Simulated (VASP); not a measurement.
**ZrB: single point with LDA**

ZrB:

```
Zr B
1.0
     0.00000    2.41539    2.68108
     2.58446    0.00000    2.68108
     2.58446    2.41539    0.00000
Zr B
1 1
Direct
  0.00000 0.00000 0.00000
  0.50000 0.50000 0.50000
```

This cell differs from its parent crystal: normal strain along x +0.0700, normal strain along z +0.1100.

- Program: VASP 6.6.1
- Task: single point
- Functional: LDA
- Potentials or basis: VASP PAW LDA potentials, release 64 (Zr_sv, B)
- Cutoff: 520 eV
- k mesh: 16 × 16 × 16
- Occupations: gaussian, width 0.15 eV
- Spin: no spin polarisation
- Dipole correction: no
- Further INCAR settings: ALGO = Normal; EDIFF = 1e-06; NBANDS = 14

The pressure is -19.7 GPa.

Stress tensor (GPa, compression positive):
```
-22.49   0.00   0.00
  0.00  -9.30   0.00
  0.00   0.00 -27.39
```

Levels at points of the mesh, in eV from the Fermi level:
```
           k point  band 5  band 6  band 7  band 8  band 9  band 10  band 11  band 12
(0.00, 0.00, 0.00)   -7.62    1.19    1.49    2.00    2.28     2.90     3.02     3.11
(0.50, 0.00, 0.00)   -4.23   -3.48   -1.13   -0.98    3.84     4.35     5.23     6.89
(0.50, 0.50, 0.00)   -5.81   -1.29   -0.53    2.00    2.12     3.77     4.58     4.93
(0.50, 0.00, 0.50)   -5.64   -0.64   -0.40    1.44    1.45     3.94     4.62     4.96
(0.00, 0.50, 0.50)   -5.74   -1.02   -0.53    1.82    1.93     3.68     4.42     5.13
```

Wall time 4.3 min on 1 thread of AMD EPYC 7R43 64-Core Processor (Zen 3) (shared host), peak memory 0.35 GiB.

Caveat: the cell differs from its parent crystal (normal strain along x +0.0700, normal strain along z +0.1100).
